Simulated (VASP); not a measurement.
**GaN (NiAs type): relaxation of cell and atoms with PBE**

The system is GaN (NiAs type).

```
Ga N
1.0
     2.99777    0.00000    0.00000
    -1.49888    2.59614    0.00000
     0.00000    0.00000    4.64654
Ga N
2 2
Cartesian
  0.0000 0.0000 0.0000
  0.0000 0.0000 2.3233
  0.0000 1.7308 1.1616
  1.4989 0.8654 3.4849
```

* Program: VASP 6.6.1
* Task: relaxation of cell and atoms
* Functional: PBE
* Potentials or basis: VASP PAW PBE potentials, release 64 (Ga_d, N)
* Cutoff: 600 eV
* k mesh: 11 × 11 × 7
* Occupations: fermi-dirac, width 0.08 eV
* Spin: no spin polarisation
* Target pressure: 18 GPa
* Dipole correction: no
* Further INCAR settings: ALGO = Normal; EDIFF = 1e-06; IBRION = 2; EDIFFG = -0.005; NSW = 60; ISIF = 3

- Relaxed volume: 9.25 Å³/atom
- Relaxed cell: a = 2.926 Å, b = 2.926 Å, c = 4.991 Å, α = 90.00°, β = 90.00°, γ = 120.00°
- Space group after relaxing (to 0.05 Å): P6_3/mmc (No. 194)
- Energy change on relaxing (the enthalpy is what falls): -133.9 meV/atom
- Ionic steps: 14
- Pressure after relaxing: 18.0 GPa
- Band gap on the k mesh: 1.69 eV, indirect (least direct gap 2.15 eV)

Step by step:
```csv
step,energy change (eV),largest force (eV/Å),pressure (GPa),volume (Å³)
1,0.0000,0.0000,29.17,36.16
2,-0.5469,0.0000,2.50,39.27
3,-0.6201,0.0000,11.57,37.98
4,-0.6162,0.0000,11.87,37.94
5,-0.4421,0.0000,23.14,36.32
6,-0.5376,0.0000,17.88,37.03
7,-0.5396,0.0000,17.39,37.05
8,-0.5325,0.0000,18.32,36.99
9,-0.5372,0.0000,17.85,37.03
10,-0.5370,0.0000,17.90,37.03
11,-0.5371,0.0000,17.89,37.03
12,-0.5349,0.0000,18.31,37.01
13,-0.5356,0.0000,17.93,37.02
14,-0.5355,0.0000,17.98,37.02
```

Final structure:
```cif
data_structure
_symmetry_space_group_name_H-M 'P 1'
_symmetry_Int_Tables_number 1
_cell_length_a 2.9264
_cell_length_b 2.9264
_cell_length_c 4.9911
_cell_angle_alpha 90.000
_cell_angle_beta 90.000
_cell_angle_gamma 120.000
_cell_volume 37.02
loop_
_atom_site_label
_atom_site_type_symbol
_atom_site_fract_x
_atom_site_fract_y
_atom_site_fract_z
_atom_site_occupancy
Ga1 Ga 0.00000 0.00000 0.00000 1
Ga2 Ga 0.00000 0.00000 0.50000 1
N1 N 0.33333 0.66667 0.25000 1
N2 N 0.66667 0.33333 0.75000 1
```

Levels at points of the mesh, in eV from the valence-band top:
| k point | band 15 | band 16 | band 17 | band 18 | band 19 | band 20 | band 21 | band 22 |
| --- | --- | --- | --- | --- | --- | --- | --- | --- |
| (0.00, 0.00, 0.00) | -0.58 | -0.58 | -0.10 | -0.10 | 2.06 | 4.87 | 9.65 | 10.73 |

Run time: 9.4 min on 1 thread of AMD EPYC 7R43 64-Core Processor (Zen 3) (shared host), peak memory 0.16 GiB.

Caveat: the cell is relaxed towards a set pressure, so the enthalpy falls and the energy may rise. A k mesh can miss the band edges.
